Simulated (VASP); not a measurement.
Here is a VASP 6.6.1 calculation.

The input POSCAR:

```
SiHg4Sb2
1.0
    4.0564970000      0.0000000000      0.0000000000
   -2.0282480000      3.5130300000      0.0000000000
   -2.0282480000      1.1710100000     13.0824380000
Sb Hg Si
2 4 1
Direct
    0.4320000000      0.5680000000      0.2960000000
    0.5680000000      0.4320000000      0.7040000000
    0.1460000000      0.8540000000      0.4380000000
    0.8540000000      0.1460000000      0.5620000000
    0.2840000000      0.7160000000      0.8520000000
    0.7160000000      0.2840000000      0.1480000000
    0.0000000000      0.0000000000      0.0000000000
```

INCAR.step1

```
PREC = Accurate ; ENCUT = 520
ISMEAR = -1 ; SIGMA = 0.1
LREAL = F ; LASPH = T
NELM = 100 ; NBANDS = 40
GGA = PE ; ALGO = Normal
EDIFF = 1E-4 ; LWAVE = T
LCHARG = F
```

The input INCAR.step2:

```
PREC = Accurate ; ENCUT = 520
EDIFF = 1E-6 ; ISMEAR = -1
SIGMA = 0.1 ; LREAL = F
LASPH = T ; NELM = 100
ALGO = Normal ; ISIF = 2
LWAVE = F ; LCHARG = F
METAGGA = R2SCAN ; LMIXTAU = T
NBANDS = 40 ; ISTART = 1
```

Contents of KPOINTS:

```
Automatic mesh
0
Gamma
  8 8 8
```

Potentials or basis: VASP PAW PBE potentials, release 64 (Sb, Hg, Si).

Command:

```sh
$ cat potpaw_PBE.64/Sb/POTCAR potpaw_PBE.64/Hg/POTCAR potpaw_PBE.64/Si/POTCAR > POTCAR
$ cp INCAR.step1 INCAR
$ mpirun -np 1 vasp_std > vasp.out
$ cp INCAR.step2 INCAR
$ mpirun -np 1 vasp_std > vasp.out
```

Q: Predict the pressure.

A: -2.1 GPa.

Q: What does it give for the largest force?

A: 0.640 eV/Å.

Stress tensor (GPa, compression positive):
```
-1.68  0.00  0.00
 0.00 -1.68  0.00
 0.00  0.00 -3.03
```

Caveat: the PAW data sets were made with another functional, which shifts forces and pressure a little.
